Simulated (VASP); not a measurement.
# AlNi (Pm-3m) in VASP: notebook

The runs below take AlNi through electric field gradients, with PBEsol.

All numbers are computed with VASP 6.6.1; they aren't measurements. Logs are shortened: lines on timing, memory, paths and dates and some standing lists are left out, and cuts for length are marked.

**1. The cell of the first run**

Symmetry: Pm-3m, No. 221, cubic system. The conventional cell has a = 2.919 Å, b = 2.919 Å, c = 2.919 Å, α = 90.00°, β = 90.00°, γ = 90.00°. Within 3.3 Å of Al (site symmetry m-3m) lie 8 Ni at 2.53 Å and 6 Al at 2.92 Å. Ni (site symmetry m-3m) has 8 Al at 2.53 Å and 6 Ni at 2.92 Å within 3.3 Å.

**2. Electric field gradients, PBEsol, collinear spin, ferromagnetic start (volume scaled by 1.04)**

Contents of INCAR:

```
PREC = Accurate
ENCUT = 520
EDIFF = 1E-8
ISMEAR = -1
SIGMA = 0.05
LREAL = False
LASPH = True
NELM = 150
ALGO = Normal
ISIF = 2
LWAVE = False
LCHARG = False
ISPIN = 2
MAGMOM = 0 1.5
LORBIT = 11
LMAXMIX = 4
GGA = PS
LEFG = True
NBANDS = 18
```

Contents of KPOINTS:

```
Automatic mesh
0
Gamma
  13 13 13
```

Contents of POSCAR:

```
AlNi
1.0
    2.9189122424      0.0000000000      0.0000000000
    0.0000000000      2.9189122424      0.0000000000
    0.0000000000      0.0000000000      2.9189122424
Al Ni
1 1
Direct
    0.0000000000      0.0000000000      0.0000000000
    0.5000000000      0.5000000000      0.5000000000
```

Potentials or basis: VASP PAW PBE potentials, release 64 (Al, Ni).

Launch:

```console
cat potpaw_PBE.64/Al/POTCAR potpaw_PBE.64/Ni/POTCAR > POTCAR
mpirun -np 1 vasp_std > vasp.out
```

OUTCAR:

```text
PREC = Accurate
   ENCUT = 520
   EDIFF = 1E-8
   ISMEAR = -1
   LREAL = False
   LASPH = True
   NELM = 150
   ISIF = 2
   ISPIN = 2
   LORBIT = 11
   GGA = PS

 ion  position               nearest neighbor table
   1  0.000  0.000  0.000-   2 2.53   2 2.53   2 2.53   2 2.53   2 2.53   2 2.53   2 2.53   2 2.53

   2  0.500  0.500  0.500-   1 2.53   1 2.53   1 2.53   1 2.53   1 2.53   1 2.53   1 2.53   1 2.53

  LATTYP: Found a simple cubic cell.
 ALAT       =     2.9189122424

  Lattice vectors:

 A1 = (   2.9189122424,   0.0000000000,   0.0000000000)
 A2 = (   0.0000000000,   2.9189122424,   0.0000000000)
 A3 = (   0.0000000000,   0.0000000000,   2.9189122424)

Analysis of symmetry for initial positions (statically):
=====================================================================
 Subroutine PRICEL returns:
 Original cell was already a primitive cell.

 Routine SETGRP: Setting up the symmetry group for a
 simple cubic supercell.

 Subroutine GETGRP returns: Found 48 space group operations
 (whereof 48 operations were pure point group operations)
 out of a pool of 48 trial point group operations.

The static configuration has the point symmetry O_h .

Analysis of symmetry for dynamics (positions and initial velocities):
=====================================================================
 Subroutine PRICEL returns:
 Original cell was already a primitive cell.

 Routine SETGRP: Setting up the symmetry group for a
 simple cubic supercell.

 Subroutine GETGRP returns: Found 48 space group operations
 (whereof 48 operations were pure point group operations)
 out of a pool of 48 trial point group operations.

The dynamic configuration has the point symmetry O_h .

Analysis of structural, dynamic, and magnetic symmetry:
=====================================================================
 Subroutine PRICEL returns:
 Original cell was already a primitive cell.

 Routine SETGRP: Setting up the symmetry group for a
 simple cubic supercell.

 Subroutine GETGRP returns: Found 48 space group operations
 (whereof 48 operations were pure point group operations)
 out of a pool of 48 trial point group operations.

The overall configuration has the point symmetry O_h .

 Subroutine INISYM returns: Found 48 space group operations
 (whereof 48 operations are pure point group operations),
 and found     1 'primitive' translations

----------------------------------------------------------------------------------------

                                     Primitive cell

  volume of cell :      24.8693

  direct lattice vectors                    reciprocal lattice vectors
     2.918912242  0.000000000  0.000000000     0.342593376  0.000000000  0.000000000
     0.000000000  2.918912242  0.000000000     0.000000000  0.342593376  0.000000000
     0.000000000  0.000000000  2.918912242     0.000000000  0.000000000  0.342593376

  length of vectors
     2.918912242  2.918912242  2.918912242     0.342593376  0.342593376  0.342593376

  position of ions in fractional coordinates (direct lattice)
     0.000000000  0.000000000  0.000000000
     0.500000000  0.500000000  0.500000000

  ion indices of the primitive-cell ions
   primitive index   ion index
                 1           1
                 2           2

----------------------------------------------------------------------------------------

 KPOINTS: Automatic mesh

Automatic generation of k-mesh.
 Grid dimensions read from file:
 generate k-points for:   13   13   13

 Generating k-lattice:

  Cartesian coordinates                     Fractional coordinates (reciprocal lattice)
[... 59 lines left out ...]
   NELM   =    150;   NELMIN=  2; NELMDL= -5     # of ELM steps
   EDIFF  = 0.1E-07   stopping-criterion for ELM
   LREAL  =      F    real-space projection
   EDIFFG = 0.1E-06   stopping-criterion for IOM
   NSW    =      0    number of steps for IOM
   IBRION =     -1    ionic relax: 0-MD 1-quasi-New 2-CG
   NFREE  =      0    steps in history (QN), initial steepest desc. (CG)
   ISIF   =      2    stress and relaxation
   ISYM   =      2    0-nonsym 1-usesym 2-fastsym
   POTIM  = 0.5000    time-step for ionic-motion
   TEBEG  =    0.0;   TEEND  =   0.0 temperature during run
   PSTRESS=    0.0 pullay stress
   NELECT =      13.0000    total number of electrons
   NUPDOWN=      -1.0000    fix difference up-down
   EMIN   =  10.00;   EMAX   =-10.00  energy-range for DOS
   EFERMI =   0.00;   METHOD = LEGACY
   ISMEAR =    -1;   SIGMA  =   0.05  broadening in eV -4-tet -1-fermi 0-gaus
   EFERMI_NEDOS =   21; number of points for ismear=-14 and -15
   IALGO  =     38    algorithm
   IMIX   =      4    mixing-type and parameters
     AMIX     =   0.40;   BMIX     =  1.00
     AMIX_MAG =   1.60;   BMIX_MAG =  1.00
  volume/ion in A,a.u.               =      12.43        83.91
  Fermi-wavevector in a.u.,A,eV,Ry     =   1.318768  2.492109 23.662542  1.739148
  Thomas-Fermi vector in A             =   2.448714
   LORBIT       =     11    0 simple, 1 ext, 2 COOP (PROOUT), +10 PAW based schemes
   GGA     = PS    functional components
   LHFCALC =     F    Hartree Fock is set to
   AEXX    =    0.0000 exact exchange contribution
   IVDW    =     0    specifies the selected vdW correction
   LEPSILON=     F    determine dielectric tensor
   LRPA    =     F    only Hartree local field effects (RPA)
 spin polarized calculation
  energy-cutoff  :      520.00
  volume of cell :       24.87
 maximum number of plane-waves:       691
 NGX is ok and might be reduce to    24
   NGX = 11   NGY = 11   NGZ = 11

 number of electron      13.0000004 magnetization       0.0008554

 number of electron      13.0000004 magnetization      -0.0000013

 Free energy of the ion-electron system (eV)
  ---------------------------------------------------
  ext. energy  EPLUGINS =         0.00000000
  ---------------------------------------------------
  free energy    TOTEN  =       -11.55199926 eV

  energy without entropy =      -11.54665904  energy(sigma->0) =      -11.54932915

 E-fermi :   9.3731     XC(G=0): -11.9773

 val. band max:        9.3164023903   @ k =   0.3846   0.2308   0.1538
 cond. band min:       9.4294160951   @ k =   0.3846   0.3077   0.1538
 fundamental gap:      0.1130137048
 Fermi energy:         9.3731224239

 spin component 1

 k-point     1 :       0.0000    0.0000    0.0000
  band No.  band energies     occupation
      1      -1.4575      1.00000
      2       6.3371      1.00000
      3       6.3371      1.00000
      4       7.9269      1.00000
      5       7.9269      1.00000
      6       7.9269      1.00000
[... 493 lines left out ...]
     17      30.6940      0.00000
     18      33.4328      0.00000

 [... further k-points ...]

 spin component 2

 k-point     1 :       0.0000    0.0000    0.0000
  band No.  band energies     occupation
      1      -1.4575      1.00000
      2       6.3371      1.00000
      3       6.3371      1.00000
      4       7.9269      1.00000
      5       7.9269      1.00000
      6       7.9269      1.00000
[... 493 lines left out ...]
     17      30.6940      0.00000
     18      33.4328      0.00000

 [... further k-points ...]

------------------------ aborting loop because EDIFF is reached ----------------------------------------

  FORCE on cell =-STRESS in cart. coord.  units (eV):
  Direction    XX          YY          ZZ          XY          YZ          ZX
  --------------------------------------------------------------------------------------
  -------------------------------------------------------------------------------------
  Total       -1.3830468     -1.3830468     -1.3830468     -0.0000000     -0.0000000      0.0000000
  in kB      -89.1013644    -89.1013644    -89.1013644     -0.0000000     -0.0000000      0.0000000
  external PRESSURE =     -89.1013644 kB  Pullay stress =       0.0000000 kB

 VOLUME and BASIS-vectors are now :
 -----------------------------------------------------------------------------
  energy-cutoff  :      520.00
  volume of cell :       24.87
      direct lattice vectors                 reciprocal lattice vectors
     2.918912242  0.000000000  0.000000000     0.342593376  0.000000000  0.000000000
     0.000000000  2.918912242  0.000000000     0.000000000  0.342593376  0.000000000
     0.000000000  0.000000000  2.918912242     0.000000000  0.000000000  0.342593376

 POSITION                                       TOTAL-FORCE (eV/Angst)
 -----------------------------------------------------------------------------------
      0.00000      0.00000      0.00000         0.000000      0.000000      0.000000
      1.45946      1.45946      1.45946         0.000000      0.000000      0.000000
 -----------------------------------------------------------------------------------
    total drift:                                0.000000      0.000000     -0.000000

  FREE ENERGIE OF THE ION-ELECTRON SYSTEM (eV)
  ---------------------------------------------------
  free  energy   TOTEN  =       -11.5519992633 eV

  energy  without entropy=      -11.5466590401  energy(sigma->0) =      -11.54932915

 Electric field gradients (V/A^2)
---------------------------------------------------------------------
 ion       V_xx      V_yy      V_zz      V_xy      V_xz      V_yz
---------------------------------------------------------------------
   1       0.000    -0.000     0.000    -0.000    -0.000     0.000
   2       0.000     0.000     0.000    -0.000    -0.000     0.000
---------------------------------------------------------------------

 Electric field gradients after diagonalization (V/A^2)
 (convention: |V_zz| > |V_xx| > |V_yy|)
----------------------------------------------------------------------
 ion       V_xx      V_yy      V_zz     asymmetry (V_yy - V_xx)/ V_zz
----------------------------------------------------------------------
   1       0.000    -0.000     0.000      -0.213
   2       0.000     0.000     0.000      -0.294
----------------------------------------------------------------------

           NMR quadrupolar parameters

 Cq : quadrupolar parameter    Cq=e*Q*V_zz/h
 eta: asymmetry parameters     (V_yy - V_xx)/ V_zz
 Q  : nuclear electric quadrupole moment in mb (millibarn)
----------------------------------------------------------------------
 ion       Cq(MHz)       eta       Q (mb)
----------------------------------------------------------------------
   1       0.000      -0.213       1.000
   2       0.000      -0.294       1.000
----------------------------------------------------------------------

 total charge

# of ion       s       p       d       tot
------------------------------------------
    1        0.379   0.395   0.000   0.775
    2        0.464   0.487   8.460   9.411
--------------------------------------------------
tot          0.843   0.882   8.460  10.186

 magnetization (x)

# of ion       s       p       d       tot
------------------------------------------
    1       -0.000   0.000   0.000  -0.000
    2        0.000   0.000  -0.000  -0.000
--------------------------------------------------
tot         -0.000   0.000  -0.000  -0.000
```

Run time: 31 s. Hardware: 1 thread of Intel Xeon 6975P-C (Granite Rapids), shared host; peak memory 0.18 GiB.

Results:

```yaml
Free_energy: -11.5520 eV
Pressure: -8.9 GPa
Net_moment: 0.00 μB per cell
Valence_electrons_inside_the_program's_atomic_spheres: Al 0.78; Ni 9.41
```

Caveat: the starting moments collapsed, and a magnetic state may lie lower; without QUAD_EFG the Cq values of the log hold for a quadrupole moment of 1 mb, not for the nuclei; the PAW data sets were made with another functional, which shifts forces and pressure a little.

**3. Electric field gradients, PBEsol, collinear spin, ferromagnetic start (volume scaled by 0.94)**

Contents of INCAR:

```
SYSTEM = AlNi
PREC = Accurate
ENCUT = 520
EDIFF = 1E-8
ISMEAR = -1
SIGMA = 0.05
LREAL = .FALSE.
LASPH = .TRUE.
NELM = 150
ALGO = Normal
ISIF = 2
LWAVE = .FALSE.
LCHARG = .FALSE.
ISPIN = 2
MAGMOM = 0 1.5
LORBIT = 11
LMAXMIX = 4
GGA = PS
LEFG = .TRUE.
NBANDS = 18
```

Contents of KPOINTS:

```
Automatic mesh
0
G
  13 13 13
  0 0 0
```

Contents of POSCAR:

```
AlNi
1.0
    2.8221875792      0.0000000000      0.0000000000
    0.0000000000      2.8221875792      0.0000000000
    0.0000000000      0.0000000000      2.8221875792
Al Ni
1 1
Direct
    0.0000000000      0.0000000000      0.0000000000
    0.5000000000      0.5000000000      0.5000000000
```

Potentials or basis: VASP PAW PBE potentials, release 64 (Al, Ni).

Launch:

```console
cat potpaw_PBE.64/Al/POTCAR potpaw_PBE.64/Ni/POTCAR > POTCAR
mpirun -np 1 vasp_std > vasp.out
```

OUTCAR:

```text
SYSTEM = AlNi
   PREC = Accurate
   ENCUT = 520
   EDIFF = 1E-8
   ISMEAR = -1
   LREAL = .FALSE.
   LASPH = .TRUE.
   NELM = 150
   ISIF = 2
   ISPIN = 2
   LORBIT = 11
   GGA = PS

 ion  position               nearest neighbor table
   1  0.000  0.000  0.000-   2 2.44   2 2.44   2 2.44   2 2.44   2 2.44   2 2.44   2 2.44   2 2.44

   2  0.500  0.500  0.500-   1 2.44   1 2.44   1 2.44   1 2.44   1 2.44   1 2.44   1 2.44   1 2.44

  LATTYP: Found a simple cubic cell.
 ALAT       =     2.8221875792

  Lattice vectors:

 A1 = (   2.8221875792,   0.0000000000,   0.0000000000)
 A2 = (   0.0000000000,   2.8221875792,   0.0000000000)
 A3 = (   0.0000000000,   0.0000000000,   2.8221875792)

Analysis of symmetry for initial positions (statically):
=====================================================================
 Subroutine PRICEL returns:
 Original cell was already a primitive cell.

 Routine SETGRP: Setting up the symmetry group for a
[... 1231 lines left out ...]
    total drift:                                0.000000      0.000000     -0.000000

  FREE ENERGIE OF THE ION-ELECTRON SYSTEM (eV)
  ---------------------------------------------------
  free  energy   TOTEN  =       -11.5695718971 eV

  energy  without entropy=      -11.5653259761  energy(sigma->0) =      -11.56744894

 Electric field gradients (V/A^2)
---------------------------------------------------------------------
 ion       V_xx      V_yy      V_zz      V_xy      V_xz      V_yz
---------------------------------------------------------------------
   1      -0.000    -0.000    -0.000    -0.000    -0.000    -0.000
   2      -0.000    -0.000     0.000    -0.000    -0.000     0.000
---------------------------------------------------------------------

 Electric field gradients after diagonalization (V/A^2)
 (convention: |V_zz| > |V_xx| > |V_yy|)
----------------------------------------------------------------------
 ion       V_xx      V_yy      V_zz     asymmetry (V_yy - V_xx)/ V_zz
----------------------------------------------------------------------
   1      -0.000    -0.000    -0.000      -0.169
   2      -0.000    -0.000     0.000       0.134
----------------------------------------------------------------------

           NMR quadrupolar parameters

 Cq : quadrupolar parameter    Cq=e*Q*V_zz/h
 eta: asymmetry parameters     (V_yy - V_xx)/ V_zz
 Q  : nuclear electric quadrupole moment in mb (millibarn)
----------------------------------------------------------------------
 ion       Cq(MHz)       eta       Q (mb)
----------------------------------------------------------------------
   1      -0.000      -0.169       1.000
   2       0.000       0.134       1.000
----------------------------------------------------------------------

 total charge

# of ion       s       p       d       tot
------------------------------------------
    1        0.389   0.441   0.000   0.830
    2        0.506   0.576   8.510   9.592
--------------------------------------------------
tot          0.895   1.017   8.510  10.423

 magnetization (x)

# of ion       s       p       d       tot
------------------------------------------
    1        0.000   0.000   0.000   0.000
    2       -0.000  -0.000   0.000   0.000
--------------------------------------------------
tot         -0.000   0.000   0.000   0.000
```

OSZICAR:

```text
N       E                     dE             d eps       ncg     rms          rms(c)
DAV:   1     0.463907366063E+02    0.46391E+02   -0.50527E+03  6194   0.774E+02
DAV:   2    -0.103456767499E+02   -0.56736E+02   -0.49886E+02  6578   0.166E+02
DAV:   3    -0.130851406203E+02   -0.27395E+01   -0.26890E+01  7338   0.375E+01
DAV:   4    -0.131191266676E+02   -0.33986E-01   -0.33956E-01  6952   0.370E+00
DAV:   5    -0.131198342594E+02   -0.70759E-03   -0.70753E-03  7114   0.576E-01    0.144E+01
DAV:   6    -0.154019498246E+02   -0.22821E+01   -0.45675E+01  6914   0.824E+01    0.171E+01
DAV:   7    -0.115968283061E+02    0.38051E+01   -0.13676E+01  6964   0.476E+01    0.181E+00
DAV:   8    -0.115846033227E+02    0.12225E-01   -0.32931E-01  7826   0.553E+00    0.111E+00
DAV:   9    -0.115700237777E+02    0.14580E-01   -0.31033E-02  7564   0.170E+00    0.617E-01
DAV:  10    -0.115697410786E+02    0.28270E-03   -0.12777E-03  7872   0.316E-01    0.186E-01
DAV:  11    -0.115695464459E+02    0.19463E-03   -0.68950E-04  7908   0.228E-01    0.859E-02
DAV:  12    -0.115695773033E+02   -0.30857E-04   -0.89493E-05  7942   0.908E-02    0.471E-02
DAV:  13    -0.115695724515E+02    0.48518E-05   -0.16309E-05  7962   0.471E-02    0.125E-02
DAV:  14    -0.115695719845E+02    0.46704E-06   -0.13234E-06  8834   0.116E-02    0.490E-03
DAV:  15    -0.115695719296E+02    0.54894E-07   -0.11217E-07  7302   0.314E-03    0.197E-03
DAV:  16    -0.115695719001E+02    0.29492E-07   -0.10904E-08  3688   0.122E-03    0.548E-04
DAV:  17    -0.115695718971E+02    0.30404E-08   -0.90232E-10  3308   0.238E-04
   1 F= -.11569572E+02 E0= -.11567449E+02  d E =-.424592E-02  mag=    -0.0000
```

stdout:

```text
POSCAR found type information on POSCAR AlNi
 POSCAR found :  2 types and       2 ions
 scaLAPACK will be used
 -----------------------------------------------------------------------------
|                                                                             |
|                                                                             |
|     You enforced a specific xc type in the INCAR file but a different       |
|     I HOPE YOU KNOW WHAT YOU ARE DOING!                                     |
|                                                                             |
 -----------------------------------------------------------------------------

 LDA part: xc-table for (Slater+PW92), standard interpolation
 POSCAR, INCAR and KPOINTS ok, starting setup
 FFT: planning ... GRIDC
 FFT: planning ... GRID_SOFT
 FFT: planning ... GRID
 WAVECAR not read
 entering main loop
ion   1

ion   2
```

Run time: 32 s. Hardware: 1 thread of Intel Xeon Platinum 8559C (Emerald Rapids), shared host; peak memory 0.18 GiB.

Results:

| Property | Result |
| --- | --- |
| Free energy | -11.5696 eV |
| Pressure | 8.1 GPa |
| Net moment | 0.00 μB per cell |
| Valence electrons inside the program's atomic spheres | Al 0.83; Ni 9.59 |

Levels at points of the mesh, in eV from the Fermi level:
Spin up:
| k point | band 3 | band 4 | band 5 | band 6 | band 7 | band 8 | band 9 | band 10 |
| --- | --- | --- | --- | --- | --- | --- | --- | --- |
| (0.00, 0.00, 0.00) | -3.53 | -1.66 | -1.66 | -1.66 | 5.78 | 5.78 | 5.78 | 8.36 |
Spin down:
| k point | band 4 | band 5 | band 6 | band 7 | band 8 | band 9 |
| --- | --- | --- | --- | --- | --- | --- |
| (0.00, 0.00, 0.00) | -1.66 | -1.66 | -1.66 | 5.78 | 5.78 | 5.78 |

Caveat: the starting moments collapsed, and a magnetic state may lie lower; without QUAD_EFG the Cq values of the log hold for a quadrupole moment of 1 mb, not for the nuclei; the PAW data sets were made with another functional, which shifts forces and pressure a little.

(Part 1 of 2 ends here.)
